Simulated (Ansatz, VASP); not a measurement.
One calculation of As, two programs

```
As
1.0
     1.89960    1.09674    3.51406
    -1.89960    1.09674    3.51406
     0.00000   -2.19347    3.51406
As
2
Direct
  0.22600 0.22600 0.22600
  0.77400 0.77400 0.77400
```

Alike in both runs: task single point; functional PBE; k mesh 7 × 7 × 7; occupations fermi-dirac, width 0.05 eV; no spin polarisation.

|  | VASP | Ansatz |
| --- | --- | --- |
| version | VASP 6.6.1 | Ansatz 0.2.0 |
| potentials or method | VASP PAW PBE potentials, release 64 (As_d) | Ansatz PAW |
| plane-wave cutoff (eV) | 600 | 420 |
| valence electrons in the cell | 30 | 30 |

VASP gave:

```
gap on the k mesh at the Fermi level (eV) : 0.03
least direct gap on the mesh (eV)         : 0.67
pressure (GPa)                            : 1.9
rms of the force components (eV/Å)        : 0.173
```

**Question.** What did Ansatz give for the same quantities?

**Answer.** gap on the k mesh at the Fermi level (eV): 0.03; least direct gap on the mesh (eV): 0.67; pressure (GPa): 1.8; rms of the force components (eV/Å): 0.165.

Atom by atom the forces differ by 0.008 eV/Å (rms over components).

Noted on Ansatz's run: odd divisions of the mesh miss points on the zone boundary, where band edges often lie, so the gap on the mesh can be too wide.
